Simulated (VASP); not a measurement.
# AlN (rocksalt type) (Fm-3m) in VASP: notebook, part 2 of 2

VASP 6.6.1.

### Step 5. Relaxation of cell and atoms, PBEsol

This run uses another cell than the first one, of 10.00 Å³/atom, 1.286 times its volume.

Input file INCAR:

```
ALGO     = Normal         # electronic algorithm
EDIFF    = 1E-6           # SCF threshold, eV
EDIFFG   = -0.005         # ionic threshold
ENCUT    = 600            # plane-wave cutoff, eV
GGA      = PS             # functional
IBRION   = 2              # ionic algorithm
ISIF     = 3              # what is computed and relaxed
ISMEAR   = -1             # smearing method
LASPH    = T              # aspherical terms in the spheres
LCHARG   = F              # write CHGCAR
LREAL    = F              # projectors in reciprocal space
LWAVE    = F              # write WAVECAR
NELM     = 60             # most SCF steps
NSW      = 60             # ionic steps
PREC     = Accurate       # precision mode
SIGMA    = 0.1            # smearing width, eV
```

Input file KPOINTS:

```
k-points
0
Gamma
  17 17 17
```

Input file POSCAR:

```
AlN
1.0
    0.0000000000      2.1544346900      2.1544346900
    2.1544346900      0.0000000000      2.1544346900
    2.1544346900      2.1544346900      0.0000000000
Al N
1 1
Direct
    0.0000000000      0.0000000000      0.0000000000
    0.5000000000      0.5000000000      0.5000000000
```

Potentials or basis: VASP PAW PBE potentials, release 64 (Al, N).

Launch:

```bash
$ cat potpaw_PBE.64/Al/POTCAR potpaw_PBE.64/N/POTCAR > POTCAR
$ mpirun -np 1 vasp_std > vasp.out
```

OUTCAR:

```text
EDIFF = 1E-6
   EDIFFG = -0.005
   ENCUT = 600
   GGA = PS
   IBRION = 2
   ISIF = 3
   ISMEAR = -1
   LASPH = T
   LREAL = F
   NELM = 60
   NSW = 60
   PREC = Accurate

 ion  position               nearest neighbor table
   1  0.000  0.000  0.000-   2 2.15   2 2.15   2 2.15   2 2.15   2 2.15   2 2.15
   2  0.500  0.500  0.500-   1 2.15   1 2.15   1 2.15   1 2.15   1 2.15   1 2.15

  LATTYP: Found a face centered cubic cell.
 ALAT       =     4.3088693800

  Lattice vectors:

 A1 = (   0.0000000000,   2.1544346900,   2.1544346900)
 A2 = (   2.1544346900,   0.0000000000,   2.1544346900)
 A3 = (   2.1544346900,   2.1544346900,   0.0000000000)

Analysis of symmetry for initial positions (statically):
=====================================================================
 Subroutine PRICEL returns:
 Original cell was already a primitive cell.

 Routine SETGRP: Setting up the symmetry group for a
 face centered cubic supercell.

 Subroutine GETGRP returns: Found 48 space group operations
 (whereof 48 operations were pure point group operations)
 out of a pool of 48 trial point group operations.

The static configuration has the point symmetry O_h .

Analysis of symmetry for dynamics (positions and initial velocities):
=====================================================================
 Subroutine PRICEL returns:
 Original cell was already a primitive cell.

 Routine SETGRP: Setting up the symmetry group for a
 face centered cubic supercell.

 Subroutine GETGRP returns: Found 48 space group operations
 (whereof 48 operations were pure point group operations)
 out of a pool of 48 trial point group operations.

The dynamic configuration has the point symmetry O_h .

 Subroutine INISYM returns: Found 48 space group operations
 (whereof 48 operations are pure point group operations),
 and found     1 'primitive' translations

----------------------------------------------------------------------------------------

                                     Primitive cell

  volume of cell :      20.0000

  direct lattice vectors                    reciprocal lattice vectors
     0.000000000  2.154434690  2.154434690    -0.232079442  0.232079442  0.232079442
     2.154434690  0.000000000  2.154434690     0.232079442 -0.232079442  0.232079442
     2.154434690  2.154434690  0.000000000     0.232079442  0.232079442 -0.232079442

  length of vectors
     3.046830758  3.046830758  3.046830758     0.401973384  0.401973384  0.401973384

  position of ions in fractional coordinates (direct lattice)
     0.000000000  0.000000000  0.000000000
     0.500000000  0.500000000  0.500000000

  ion indices of the primitive-cell ions
   primitive index   ion index
                 1           1
                 2           2

----------------------------------------------------------------------------------------

 KPOINTS: k-points

Automatic generation of k-mesh.
 Grid dimensions read from file:
 generate k-points for:   17   17   17

 Generating k-lattice:

  Cartesian coordinates                     Fractional coordinates (reciprocal lattice)
    -0.013651732  0.013651732  0.013651732     0.058823529  0.000000000  0.000000000
     0.013651732 -0.013651732  0.013651732     0.000000000  0.058823529  0.000000000
     0.013651732  0.013651732 -0.013651732     0.000000000  0.000000000  0.058823529

  Length of vectors
     0.023645493  0.023645493  0.023645493

  Shift w.r.t. Gamma in fractional coordinates (k-lattice)
     0.000000000  0.000000000  0.000000000

 Subroutine IBZKPT returns following result:
 ===========================================

 Found    165 irreducible k-points:

 Following reciprocal coordinates:
            Coordinates               Weight
  0.000000  0.000000  0.000000      1.000000
  0.058824  0.000000  0.000000      8.000000
  0.117647  0.000000  0.000000      8.000000
  0.176471  0.000000  0.000000      8.000000
  0.235294  0.000000  0.000000      8.000000
  0.294118  0.000000  0.000000      8.000000
[... 16 lines left out ...]
 -0.176471  0.058824  0.000000     24.000000
 -0.117647  0.058824  0.000000     24.000000
 [... further k-points ...]
   k-points           NKPTS =    165   k-points in BZ     NKDIM =    165   number of bands    NBANDS=      8
   number of dos      NEDOS =    301   number of ions     NIONS =      2
   total plane-waves  NPLWV =  13824
   dimension x,y,z NGX =    24 NGY =   24 NGZ =   24
   dimension x,y,z NGXF=    48 NGYF=   48 NGZF=   48
   ions per type =               1   1
   NGX,Y,Z   is equivalent  to a cutoff of  13.10, 13.10, 13.10 a.u.
   NGXF,Y,Z  is equivalent  to a cutoff of  26.19, 26.19, 26.19 a.u.
 SYSTEM =  unknown system
   PREC   = accura    normal or accurate (medium, high low for compatibility)
   ISTART =      0    job   : 0-new  1-cont  2-samecut
   ICHARG =      2    charge: 1-file 2-atom 10-const
   ISPIN  =      1    spin polarized calculation?
   LNONCOLLINEAR =      F non collinear calculations
   LSORBIT =      F    spin-orbit coupling
   LASPH  =      T    aspherical Exc in radial PAW
   ENCUT  =  600.0 eV  44.10 Ry    6.64 a.u.   6.09  6.09  6.09*2*pi/ulx,y,z
   NELM   =     60;   NELMIN=  2; NELMDL= -5     # of ELM steps
   EDIFF  = 0.1E-05   stopping-criterion for ELM
   LREAL  =      F    real-space projection
   EDIFFG = -.5E-02   stopping-criterion for IOM
   NSW    =     60    number of steps for IOM
   IBRION =      2    ionic relax: 0-MD 1-quasi-New 2-CG
   NFREE  =      1    steps in history (QN), initial steepest desc. (CG)
   ISIF   =      3    stress and relaxation
   ISYM   =      2    0-nonsym 1-usesym 2-fastsym
   POTIM  = 0.5000    time-step for ionic-motion
   TEBEG  =    0.0;   TEEND  =   0.0 temperature during run
   PSTRESS=    0.0 pullay stress
   NELECT =       8.0000    total number of electrons
   NUPDOWN=      -1.0000    fix difference up-down
   EMIN   =  10.00;   EMAX   =-10.00  energy-range for DOS
   EFERMI =   0.00;   METHOD = LEGACY
   ISMEAR =    -1;   SIGMA  =   0.10  broadening in eV -4-tet -1-fermi 0-gaus
   EFERMI_NEDOS =   21; number of points for ismear=-14 and -15
   IALGO  =     38    algorithm
   IMIX   =      4    mixing-type and parameters
     AMIX     =   0.40;   BMIX     =  1.00
     AMIX_MAG =   1.60;   BMIX_MAG =  1.00
  volume/ion in A,a.u.               =      10.00        67.48
  Fermi-wavevector in a.u.,A,eV,Ry     =   1.206225  2.279434 19.796173  1.454978
  Thomas-Fermi vector in A             =   2.341898
   LORBIT       =      0    0 simple, 1 ext, 2 COOP (PROOUT), +10 PAW based schemes
   GGA     = PS    functional components
   LHFCALC =     F    Hartree Fock is set to
   AEXX    =    0.0000 exact exchange contribution
   IVDW    =     0    specifies the selected vdW correction
   LEPSILON=     F    determine dielectric tensor
   LRPA    =     F    only Hartree local field effects (RPA)
 conjugate gradient relaxation of ions
 non-spin polarized calculation
  energy-cutoff  :      600.00
  volume of cell :       20.00
 maximum number of plane-waves:       682
   NGX = 13   NGY = 13   NGZ = 13

--------------------------------------- Ionic step        1  -------------------------------------------

 number of electron       7.9999999 magnetization

 Free energy of the ion-electron system (eV)
  ---------------------------------------------------
  ext. energy  EPLUGINS =         0.00000000
  ---------------------------------------------------
  free energy    TOTEN  =       -15.02206290 eV

  energy without entropy =      -15.02206289  energy(sigma->0) =      -15.02206290

 E-fermi :   9.1656     XC(G=0): -11.5832

 val. band max:        7.5976293120   @ k =   0.0000   0.0000   0.0000
 cond. band min:      10.5358379521   @ k =   0.4706   0.4706   0.0000
 fundamental gap:      2.9382086401
 Fermi energy:         9.1655634658

 k-point     1 :       0.0000    0.0000    0.0000
  band No.  band energies     occupation
      1      -8.3423      2.00000
      2       7.5976      2.00000
      3       7.5976      2.00000
      4       7.5976      2.00000
      5      10.7827      0.00000
      6      19.0082      0.00000
      7      19.0082      0.00000
      8      19.0082      0.00000
[... 430 lines left out ...]
  energy  without entropy=      -15.4574361205  energy(sigma->0) =      -15.45743612

--------------------------------------- Ionic step        6  -------------------------------------------

 number of electron       7.9999999 magnetization

 Free energy of the ion-electron system (eV)
  ---------------------------------------------------
  ext. energy  EPLUGINS =         0.00000000
  ---------------------------------------------------
  free energy    TOTEN  =       -15.45744146 eV

  energy without entropy =      -15.45744146  energy(sigma->0) =      -15.45744146

 E-fermi :  11.8257     XC(G=0): -12.4508

 val. band max:        9.8817699850   @ k =   0.0000   0.0000   0.0000
 cond. band min:      14.4876966356   @ k =   0.4706   0.4706   0.0000
 fundamental gap:      4.6059266506
 Fermi energy:        11.8257226235

 k-point     1 :       0.0000    0.0000    0.0000
  band No.  band energies     occupation
      1      -7.6658      2.00000
      2       9.8818      2.00000
      3       9.8818      2.00000
      4       9.8818      2.00000
      5      15.5476      0.00000
      6      21.9062      0.00000
      7      21.9062      0.00000
      8      21.9062      0.00000
[... 282 lines left out ...]
  FREE ENERGIE OF THE ION-ELECTRON SYSTEM (eV)
  ---------------------------------------------------
  free  energy   TOTEN  =       -15.4574414582 eV

  energy  without entropy=      -15.4574414581  energy(sigma->0) =      -15.45744146

 reached required accuracy - stopping structural energy minimisation
```

It took 1.9 min on 1 thread of Intel Xeon 8259CL, shared host; peak memory 0.16 GiB.

What came out:

```
Free energy                            : -15.4574 eV
Relaxed volume                         : 8.27 Å³/atom
Relaxed cell                           : a = 2.859 Å, b = 2.859 Å, c = 2.859 Å, α = 60.00°, β = 60.00°, γ = 60.00°
Space group after relaxing (to 0.05 Å) : Fm-3m (No. 225)
Energy gained by relaxing              : 217.7 meV/atom
Ionic steps                            : 6
Pressure after relaxing                : 0.0 GPa
Band gap on the k mesh                 : 4.61 eV, indirect (least direct gap 5.67 eV)
```

The path:
| step | energy change (eV) | largest force (eV/Å) | pressure (GPa) | volume (Å³) |
| --- | --- | --- | --- | --- |
| 1 | 0.0000 | 0.0000 | -34.20 | 20.00 |
| 2 | -0.1608 | 0.0000 | 46.99 | 14.44 |
| 3 | -0.4352 | 0.0000 | -0.81 | 16.58 |
| 4 | -0.4354 | 0.0000 | 0.21 | 16.52 |
| 5 | -0.4354 | 0.0000 | -0.17 | 16.54 |
| 6 | -0.4354 | 0.0000 | 0.00 | 16.53 |

Final structure:
```
Al N
1.0
     0.00000    2.02190    2.02190
     2.02190    0.00000    2.02190
     2.02190    2.02190    0.00000
Al N
1 1
Direct
  0.00000 0.00000 0.00000
  0.50000 0.50000 0.50000
```

Levels at points of the mesh, in eV from the valence-band top:
```
           k point  band 2  band 3  band 4  band 5  band 6  band 7
(0.00, 0.00, 0.00)    0.00    0.00    0.00    5.67   12.02   12.02
```

Caveat: the volume moved by over 15 % at a fixed basis, so the end points are rough; the PAW data sets were made with another functional, which shifts forces and pressure a little.

### Step 6. The runs side by side

| task | cell | cutoff (eV) | gap on the mesh (eV) | pressure (GPa) |
| --- | --- | --- | --- | --- |
| single point | a = 2.802 Å, angles 60.0°, 2 atoms | 520 | 5.06 | 18.3 |
| single point | a = 2.860 Å, angles 60.0°, 2 atoms | 520 | 4.60 | -0.1 |
| relaxation of cell and atoms | relaxed from a = 3.047 Å, angles 60.0°, 2 atoms | 600 | 4.61 | 0.0 |

Alike in all rows: level PBEsol; potentials or basis VASP PAW PBE potentials, release 64 (Al, N); no spin polarisation; k mesh 17 × 17 × 17; smearing fermi-dirac 0.1 eV.

Caveats: the PAW data sets were made with another functional, which shifts forces and pressure a little; the volume moved by over 15 % at a fixed basis, so the end points are rough (some runs).

Absolute energies hang on the potentials; compare differences alone.
